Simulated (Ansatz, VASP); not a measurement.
**TePb: VASP beside Ansatz**

File INCAR:

```
ALGO = Normal
EDIFF = 1E-7
ENCUT = 520
GGA = PE
ISIF = 2
ISMEAR = 0
LASPH = T
LCHARG = T
LELF = T
LREAL = F
LVHAR = T
LWAVE = F
NBANDS = 17
NELM = 100
PREC = Accurate
SIGMA = 0.015
```

Contents of KPOINTS:

```
k-points
0
Gamma
  7 7 7
```

The input POSCAR:

```
TePb
1.0
    4.0022870000      0.0000000000      0.0000000000
    0.0000000000      4.0022870000      0.0000000000
    0.0000000000      0.0000000000      4.0022870000
Pb Te
1 1
Direct
    0.0000000000      0.0000000000      0.0000000000
    0.5000000000      0.5000000000      0.5000000000
```

Contents of input.yaml:

```yaml
crystal:
  lattice:
    - [4.002287, 0.0, 0.0]
    - [0.0, 4.002287, 0.0]
    - [0.0, 0.0, 4.002287]
  atoms:
    - { symbol: Pb, position: [0.0, 0.0, 0.0] }
    - { symbol: Te, position: [0.5, 0.5, 0.5] }
hamiltonian:
  xc: pbe
  pseudopotentials: { kind: paw }
kpoints:
  mp_grid: { grid: [7, 7, 7] }
scf:
  occupations: { method: gaussian, width: 0.015 }
output:
  forces: true
  stress: true
  eigenvalues: true
```

Alike in both runs: task single point; functional PBE; k mesh 7 × 7 × 7; occupations gaussian, width 0.015 eV; no spin polarisation.

|  | VASP | Ansatz |
| --- | --- | --- |
| version | VASP 6.6.1 | Ansatz 0.2.0 |
| potentials or method | VASP PAW PBE potentials, release 64 (Pb_d, Te) | Ansatz PAW |
| plane-wave cutoff (eV) | 520 | 420 |
| valence electrons in the cell | 20 | 30 |

VASP gave:

| Item | Value |
| --- | --- |
| gap on the k mesh at the Fermi level (eV) | none |
| pressure (GPa) | 0.0 |

Question: Which values does Ansatz return?

Answer: gap on the k mesh at the Fermi level (eV): none; pressure (GPa): 0.1.

A gap of «none» marks a metal or a gap that the smearing closes. VASP's potentials hold 20 valence electrons a cell and Ansatz's 30, so a difference there can come from the potentials and not from the codes.

Neither program's run includes spin-orbit coupling.
